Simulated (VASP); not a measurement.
# Si2Ni (Fm-3m) in VASP: notebook, part 2 of 3

VASP 6.6.1.

**3. Relaxation of cell and atoms, PBE, target pressure 50 GPa, at which the enthalpy is minimised**

This run uses another cell than the first one, of 10.92 Å³/atom.

Contents of INCAR:

```
SYSTEM = Si2Ni
ALGO = Normal ; EDIFF = 1E-7
EDIFFG = -0.008 ; ENCUT = 600
GGA = PE ; IBRION = 2
ISIF = 3 ; ISMEAR = 0
LASPH = .True. ; LCHARG = .False.
LREAL = .False. ; LWAVE = .False.
NELM = 100 ; NSW = 70
PREC = Accurate ; PSTRESS = 500.0
SIGMA = 0.1
```

Contents of KPOINTS:

```
k-points
0
Gamma
  14 14 14
  0 0 0
```

Contents of POSCAR:

```
Si2Ni
1.0
    0.0000000000      2.5398836434      2.5398836434
    2.5398836434      0.0000000000      2.5398836434
    2.5398836434      2.5398836434      0.0000000000
Si Ni
2 1
Direct
    0.2500000000      0.2500000000      0.2500000000
    0.7500000000      0.7500000000      0.7500000000
    0.0000000000      0.0000000000      0.0000000000
```

Potentials or basis: VASP PAW PBE potentials, release 64 (Si, Ni).

Launch:

```console
> cat potpaw_PBE.64/Si/POTCAR potpaw_PBE.64/Ni/POTCAR > POTCAR
> mpirun -np 1 vasp_std > vasp.out
```

OUTCAR:

```text
SYSTEM = Si2Ni
   EDIFF = 1E-7
   EDIFFG = -0.008
   ENCUT = 600
   GGA = PE
   IBRION = 2
   ISIF = 3
   ISMEAR = 0
   LASPH = .True.
   LREAL = .False.
   NELM = 100
   NSW = 70
   PREC = Accurate
   PSTRESS = 500.0

 ion  position               nearest neighbor table
   1  0.250  0.250  0.250-   3 2.20   3 2.20   3 2.20   3 2.20   2 2.54   2 2.54   2 2.54   2 2.54
                             2 2.54   2 2.54
   2  0.750  0.750  0.750-   3 2.20   3 2.20   3 2.20   3 2.20   1 2.54   1 2.54   1 2.54   1 2.54
                             1 2.54   1 2.54
   3  0.000  0.000  0.000-   2 2.20   2 2.20   2 2.20   1 2.20   2 2.20   1 2.20   1 2.20   1 2.20

  LATTYP: Found a face centered cubic cell.
 ALAT       =     5.0797672868

  Lattice vectors:

 A1 = (   0.0000000000,   2.5398836434,   2.5398836434)
 A2 = (   2.5398836434,   0.0000000000,   2.5398836434)
 A3 = (   2.5398836434,   2.5398836434,   0.0000000000)

Analysis of symmetry for initial positions (statically):
=====================================================================
 Subroutine PRICEL returns:
 Original cell was already a primitive cell.

 Routine SETGRP: Setting up the symmetry group for a
 face centered cubic supercell.

 Subroutine GETGRP returns: Found 48 space group operations
 (whereof 48 operations were pure point group operations)
 out of a pool of 48 trial point group operations.

The static configuration has the point symmetry O_h .
[... 242 lines left out ...]

 number of electron      18.0000003 magnetization

 Free energy of the ion-electron system (eV)
  ---------------------------------------------------
  ext. energy  EPLUGINS =         0.00000000
  ---------------------------------------------------
  free energy    TOTEN  =       -16.38553780 eV

  energy without entropy =      -16.38137060  energy(sigma->0) =      -16.38345420

 E-fermi :  13.7457     XC(G=0): -12.4866

 val. band max:       13.7338690464   @ k =  -0.2143   0.0714   0.0000
 cond. band min:      13.7488656907   @ k =   0.4286   0.3571   0.0714
 fundamental gap:      0.0149966443
 Fermi energy:        13.7456657840

 k-point     1 :       0.0000    0.0000    0.0000
  band No.  band energies     occupation
      1      -2.2749      2.00000
      2       6.9322      2.00000
      3       6.9322      2.00000
      4       6.9322      2.00000
      5       8.8056      2.00000
      6       8.8056      2.00000
      7      14.9024      0.00000
      8      15.3931      0.00000
      9      15.3931      0.00000
     10      15.3931      0.00000
     11      15.5019      0.00000
     12      15.5019      0.00000
     13      15.5019      0.00000
[... 354 lines left out ...]
  band No.  band energies     occupation
      1      -1.0115      2.00000
      2       5.6151      2.00000
      3       7.1494      2.00000
      4       7.1758      2.00000
      5       8.2011      2.00000
      6       8.9930      2.00000
      7      10.3822      2.00000
      8      11.6836      2.00000
      9      12.5869      2.00000
     10      14.3147      0.00000
     11      16.2989      0.00000
     12      17.9446      0.00000
     13      18.0108      0.00000

 [... further k-points ...]

------------------------ aborting loop because EDIFF is reached ----------------------------------------

  FORCE on cell =-STRESS in cart. coord.  units (eV):
  Direction    XX          YY          ZZ          XY          YZ          ZX
  --------------------------------------------------------------------------------------
  -------------------------------------------------------------------------------------
  Total       10.1918823     10.1918823     10.1918823      0.0000000      0.0000000     -0.0000000
  in kB      500.1343338    500.1343338    500.1343338      0.0000000      0.0000000     -0.0000000
  external PRESSURE =       0.1343338 kB  Pullay stress =     500.0000000 kB
[... 22 lines left out ...]
  energy  without entropy=      -16.3813705970  energy(sigma->0) =      -16.38345420

  enthalpy is  TOTEN    =        -6.1963929616 eV   P V=       10.1891448406

 reached required accuracy - stopping structural energy minimisation
```

Run time: 2.1 min. Hardware: 1 thread of Intel Xeon Platinum 8488C (Sapphire Rapids), shared host; peak memory 0.21 GiB.

What came out:

- Free energy: -16.3855 eV
- Relaxed volume: 10.88 Å³/atom
- Relaxed cell: a = 3.588 Å, b = 3.588 Å, c = 3.588 Å, α = 60.00°, β = 60.00°, γ = 60.00°
- Space group after relaxing (to 0.1 Å): Fm-3m (No. 225)
- Energy change on relaxing (the run minimises the enthalpy): +12.3 meV/atom
- Ionic steps: 3
- Pressure after relaxing: 50.0 GPa
- Band gap on the k mesh: zero (bands 9 and 10 overlap by 1.99 eV)

The path:
| step | energy change (eV) | largest force (eV/Å) | pressure (GPa) | volume (Å³) |
| --- | --- | --- | --- | --- |
| 1 | 0.0000 | 0.0000 | 48.71 | 32.77 |
| 2 | 0.1320 | 0.0000 | 53.28 | 32.35 |
| 3 | 0.0370 | 0.0000 | 50.01 | 32.65 |

Final structure:
```
CELL_PARAMETERS angstrom
0.00000 2.53678 2.53678
2.53678 0.00000 2.53678
2.53678 2.53678 0.00000
ATOMIC_POSITIONS crystal
Si 0.25000 0.25000 0.25000
Si 0.75000 0.75000 0.75000
Ni 0.00000 0.00000 0.00000
```

Levels at points of the mesh, in eV from the Fermi level:
```csv
k point,band 5,band 6,band 7,band 8,band 9,band 10,band 11,band 12,band 13
"(0.00, 0.00, 0.00)",-4.94,-4.94,1.16,1.65,1.65,1.65,1.76,1.76,1.76
"(0.50, 0.00, 0.00)",-4.98,-4.67,-4.67,-2.18,-2.18,1.65,1.65,1.83,3.62
"(0.50, 0.50, 0.00)",-5.72,-4.95,-4.95,-4.74,-4.37,-0.34,0.74,7.35,9.73
```

Caveat: the cell is relaxed towards a set pressure, so the run minimises the enthalpy, not the energy.

**4. Relaxation of cell and atoms, PBE, target pressure 25 GPa, at which the enthalpy is minimised**

This run uses another cell than the first one, of 11.77 Å³/atom.

Contents of INCAR:

```
PREC = Accurate ; ENCUT = 600
EDIFF = 1E-7 ; ISMEAR = 0
SIGMA = 0.1 ; LREAL = False
LASPH = True ; NELM = 80
ALGO = Normal ; ISIF = 3
LWAVE = False ; LCHARG = False
GGA = PE ; IBRION = 2
NSW = 70 ; EDIFFG = -0.008
PSTRESS = 250.0
```

Contents of KPOINTS:

```
Automatic mesh
0
Gamma
  14 14 14
```

Contents of POSCAR:

```
Si2Ni
1.0
    0.0000000000      2.6042065376      2.6042065376
    2.6042065376      0.0000000000      2.6042065376
    2.6042065376      2.6042065376      0.0000000000
Si Ni
2 1
Direct
    0.2500000000      0.2500000000      0.2500000000
    0.7500000000      0.7500000000      0.7500000000
    0.0000000000      0.0000000000      0.0000000000
```

Potentials or basis: VASP PAW PBE potentials, release 64 (Si, Ni).

Launch:

```console
> cat potpaw_PBE.64/Si/POTCAR potpaw_PBE.64/Ni/POTCAR > POTCAR
> mpirun -np 1 vasp_std > vasp.out
```

OUTCAR:

```text
PREC = Accurate
   ENCUT = 600
   EDIFF = 1E-7
   ISMEAR = 0
   LREAL = False
   LASPH = True
   NELM = 80
   ISIF = 3
   GGA = PE
   IBRION = 2
   NSW = 70
   EDIFFG = -0.008
   PSTRESS = 250.0

 ion  position               nearest neighbor table
   1  0.250  0.250  0.250-   3 2.26   3 2.26   3 2.26   3 2.26   2 2.60   2 2.60   2 2.60   2 2.60
                             2 2.60   2 2.60
   2  0.750  0.750  0.750-   3 2.26   3 2.26   3 2.26   3 2.26   1 2.60   1 2.60   1 2.60   1 2.60
                             1 2.60   1 2.60
   3  0.000  0.000  0.000-   2 2.26   2 2.26   2 2.26   1 2.26   2 2.26   1 2.26   1 2.26   1 2.26

  LATTYP: Found a face centered cubic cell.
 ALAT       =     5.2084130752

  Lattice vectors:

 A1 = (   0.0000000000,   2.6042065376,   2.6042065376)
 A2 = (   2.6042065376,   0.0000000000,   2.6042065376)
 A3 = (   2.6042065376,   2.6042065376,   0.0000000000)

Analysis of symmetry for initial positions (statically):
=====================================================================
 Subroutine PRICEL returns:
 Original cell was already a primitive cell.

 Routine SETGRP: Setting up the symmetry group for a
 face centered cubic supercell.

 Subroutine GETGRP returns: Found 48 space group operations
 (whereof 48 operations were pure point group operations)
 out of a pool of 48 trial point group operations.

The static configuration has the point symmetry O_h .

Analysis of symmetry for dynamics (positions and initial velocities):
=====================================================================
 Subroutine PRICEL returns:
 Original cell was already a primitive cell.

 Routine SETGRP: Setting up the symmetry group for a
 face centered cubic supercell.

 Subroutine GETGRP returns: Found 48 space group operations
 (whereof 48 operations were pure point group operations)
 out of a pool of 48 trial point group operations.

The dynamic configuration has the point symmetry O_h .

 Subroutine INISYM returns: Found 48 space group operations
 (whereof 48 operations are pure point group operations),
 and found     1 'primitive' translations

----------------------------------------------------------------------------------------

                                     Primitive cell

  volume of cell :      35.3229

  direct lattice vectors                    reciprocal lattice vectors
     0.000000000  2.604206538  2.604206538    -0.191997060  0.191997060  0.191997060
     2.604206538  0.000000000  2.604206538     0.191997060 -0.191997060  0.191997060
     2.604206538  2.604206538  0.000000000     0.191997060  0.191997060 -0.191997060

  length of vectors
     3.682904205  3.682904205  3.682904205     0.332548664  0.332548664  0.332548664

  position of ions in fractional coordinates (direct lattice)
     0.250000000  0.250000000  0.250000000
     0.750000000  0.750000000  0.750000000
     0.000000000  0.000000000  0.000000000

  ion indices of the primitive-cell ions
   primitive index   ion index
                 1           1
                 2           2
                 3           3

----------------------------------------------------------------------------------------

[... 59 lines left out ...]
 SYSTEM =  unknown system
   PREC   = accura    normal or accurate (medium, high low for compatibility)
   ISTART =      0    job   : 0-new  1-cont  2-samecut
   ICHARG =      2    charge: 1-file 2-atom 10-const
   ISPIN  =      1    spin polarized calculation?
   LNONCOLLINEAR =      F non collinear calculations
   LSORBIT =      F    spin-orbit coupling
   LASPH  =      T    aspherical Exc in radial PAW
   ENCUT  =  600.0 eV  44.10 Ry    6.64 a.u.   7.36  7.36  7.36*2*pi/ulx,y,z
   NELM   =     80;   NELMIN=  2; NELMDL= -5     # of ELM steps
   EDIFF  = 0.1E-06   stopping-criterion for ELM
   LREAL  =      F    real-space projection
   EDIFFG = -.8E-02   stopping-criterion for IOM
   NSW    =     70    number of steps for IOM
   IBRION =      2    ionic relax: 0-MD 1-quasi-New 2-CG
   NFREE  =      1    steps in history (QN), initial steepest desc. (CG)
   ISIF   =      3    stress and relaxation
   ISYM   =      2    0-nonsym 1-usesym 2-fastsym
   POTIM  = 0.5000    time-step for ionic-motion
   TEBEG  =    0.0;   TEEND  =   0.0 temperature during run
   PSTRESS=  250.0 pullay stress
   NELECT =      18.0000    total number of electrons
   NUPDOWN=      -1.0000    fix difference up-down
   EMIN   =  10.00;   EMAX   =-10.00  energy-range for DOS
   EFERMI =   0.00;   METHOD = LEGACY
   ISMEAR =     0;   SIGMA  =   0.10  broadening in eV -4-tet -1-fermi 0-gaus
   EFERMI_NEDOS =   21; number of points for ismear=-14 and -15
   IALGO  =     38    algorithm
   IMIX   =      4    mixing-type and parameters
     AMIX     =   0.40;   BMIX     =  1.00
     AMIX_MAG =   1.60;   BMIX_MAG =  1.00
  volume/ion in A,a.u.               =      11.77        79.46
  Fermi-wavevector in a.u.,A,eV,Ry     =   1.307616  2.471036 23.264054  1.709860
  Thomas-Fermi vector in A             =   2.438339
   LORBIT       =      0    0 simple, 1 ext, 2 COOP (PROOUT), +10 PAW based schemes
   GGA     = PE    functional components
   LHFCALC =     F    Hartree Fock is set to
   AEXX    =    0.0000 exact exchange contribution
   IVDW    =     0    specifies the selected vdW correction
   LEPSILON=     F    determine dielectric tensor
   LRPA    =     F    only Hartree local field effects (RPA)
 conjugate gradient relaxation of ions
 non-spin polarized calculation
 Gauss-broadening in eV      SIGMA  =   0.10
  energy-cutoff  :      600.00
  volume of cell :       35.32
 maximum number of plane-waves:      1243
 NGX is ok and might be reduce to    30
   NGX = 15   NGY = 15   NGZ = 15

--------------------------------------- Ionic step        1  -------------------------------------------

 number of electron      17.9999999 magnetization

 Free energy of the ion-electron system (eV)
  ---------------------------------------------------
  ext. energy  EPLUGINS =         0.00000000
  ---------------------------------------------------
  free energy    TOTEN  =       -17.00746203 eV

  energy without entropy =      -17.00318942  energy(sigma->0) =      -17.00532572

------------------------ aborting loop because EDIFF is reached ----------------------------------------

  FORCE on cell =-STRESS in cart. coord.  units (eV):
  Direction    XX          YY          ZZ          XY          YZ          ZX
  --------------------------------------------------------------------------------------
  -------------------------------------------------------------------------------------
  Total        5.7447313      5.7447313      5.7447313     -0.0000000      0.0000000     -0.0000000
  in kB      260.5697738    260.5697738    260.5697738     -0.0000000      0.0000000     -0.0000000
  external PRESSURE =      10.5697738 kB  Pullay stress =     250.0000000 kB
[... 65 lines left out ...]
--------------------------------------- Ionic step        3  -------------------------------------------

 number of electron      18.0000000 magnetization

 Free energy of the ion-electron system (eV)
  ---------------------------------------------------
  ext. energy  EPLUGINS =         0.00000000
  ---------------------------------------------------
  free energy    TOTEN  =       -17.03038435 eV

  energy without entropy =      -17.02609231  energy(sigma->0) =      -17.02823833

 E-fermi :  12.2492     XC(G=0): -12.0891

 val. band max:       12.2480505742   @ k =   0.2857   0.1429   0.0714
 cond. band min:      12.2541714625   @ k =   0.4286   0.2857   0.0000
 fundamental gap:      0.0061208883
 Fermi energy:        12.2492330270

 k-point     1 :       0.0000    0.0000    0.0000
  band No.  band energies     occupation
      1      -2.7956      2.00000
      2       6.1729      2.00000
      3       6.1729      2.00000
      4       6.1729      2.00000
      5       7.9719      2.00000
      6       7.9719      2.00000
      7      12.7269      0.00000
      8      13.9755      0.00000
      9      13.9755      0.00000
     10      13.9755      0.00000
     11      14.1972      0.00000
     12      14.1972      0.00000
     13      14.1972      0.00000
[... 354 lines left out ...]
  band No.  band energies     occupation
      1      -1.6071      2.00000
      2       4.7626      2.00000
      3       6.3634      2.00000
      4       6.3999      2.00000
      5       7.3989      2.00000
      6       8.1328      2.00000
      7       9.3156      2.00000
      8      10.5274      2.00000
      9      11.2811      2.00000
     10      12.7456      0.00000
     11      15.0037      0.00000
     12      16.1863      0.00000
     13      16.4136      0.00000

 [... further k-points ...]

------------------------ aborting loop because EDIFF is reached ----------------------------------------

  FORCE on cell =-STRESS in cart. coord.  units (eV):
  Direction    XX          YY          ZZ          XY          YZ          ZX
  --------------------------------------------------------------------------------------
  -------------------------------------------------------------------------------------
  Total        5.5371556      5.5371556      5.5371556     -0.0000000      0.0000000     -0.0000000
  in kB      250.1353907    250.1353907    250.1353907     -0.0000000      0.0000000     -0.0000000
  external PRESSURE =       0.1353907 kB  Pullay stress =     250.0000000 kB
[... 22 lines left out ...]
  energy  without entropy=      -17.0260923087  energy(sigma->0) =      -17.02823833

  enthalpy is  TOTEN    =       -11.4962258387 eV   P V=        5.5341585136

 reached required accuracy - stopping structural energy minimisation
```

OSZICAR:

```text
N       E                     dE             d eps       ncg     rms          rms(c)
DAV:   1     0.819385030311E+02    0.81939E+02   -0.87982E+03  2704   0.163E+03
[... 29 lines left out ...]
DAV:   2    -0.170677962487E+02   -0.23201E-01   -0.29149E-01  3250   0.147E+01    0.163E+00
DAV:   3    -0.170306494601E+02    0.37147E-01   -0.12337E-01  3238   0.100E+01    0.166E-01
DAV:   4    -0.170304815696E+02    0.16789E-03   -0.32051E-03  2954   0.405E-01    0.850E-02
DAV:   5    -0.170303862043E+02    0.95365E-04   -0.17321E-04  3705   0.350E-01    0.248E-02
DAV:   6    -0.170303847574E+02    0.14469E-05   -0.35307E-05  4214   0.111E-01    0.695E-03
DAV:   7    -0.170303847420E+02    0.15377E-07   -0.34914E-06  3364   0.272E-02    0.377E-03
DAV:   8    -0.170303842780E+02    0.46396E-06   -0.13968E-07  1922   0.794E-03    0.321E-03
DAV:   9    -0.170303843523E+02   -0.74265E-07   -0.36933E-07  2624   0.171E-02
   3 F= -.11496226E+02 E0= -.11494080E+02  d E =-.465403E-03
```

It took 2.3 min on 1 thread of Intel Xeon Platinum 8488C (Sapphire Rapids), shared host; peak memory 0.21 GiB.

What came out:

| Property | Result |
| --- | --- |
| Free energy | -17.0304 eV |
| Relaxed volume | 11.82 Å³/atom |
| Relaxed cell | a = 3.688 Å, b = 3.688 Å, c = 3.688 Å, α = 60.00°, β = 60.00°, γ = 60.00° |
| Space group after relaxing (to 0.1 Å) | Fm-3m (No. 225) |
| Energy change on relaxing (the run minimises the enthalpy) | -7.6 meV/atom |
| Ionic steps | 3 |
| Pressure after relaxing | 25.0 GPa |
| Band gap on the k mesh | zero (bands 9 and 10 overlap by 2.11 eV) |

The path:
```
step  energy change (eV)  largest force (eV/Å)  pressure (GPa)  volume (Å³)
   1              0.0000                0.0000           26.06        35.32
   2             -0.0612                0.0000           23.23        35.72
   3             -0.0229                0.0000           25.01        35.47
```

Final structure:
```
Si Ni
1.0
     0.00000    2.60774    2.60774
     2.60774    0.00000    2.60774
     2.60774    2.60774    0.00000
Si Ni
2 1
Direct
  0.25000 0.25000 0.25000
  0.75000 0.75000 0.75000
  0.00000 0.00000 0.00000
```

Caveat: the cell is relaxed towards a set pressure, so the run minimises the enthalpy, not the energy. Spin polarisation is off, so any magnetic state and its effect on volume and gap are missing.

(Part 2 of 3 ends here.)
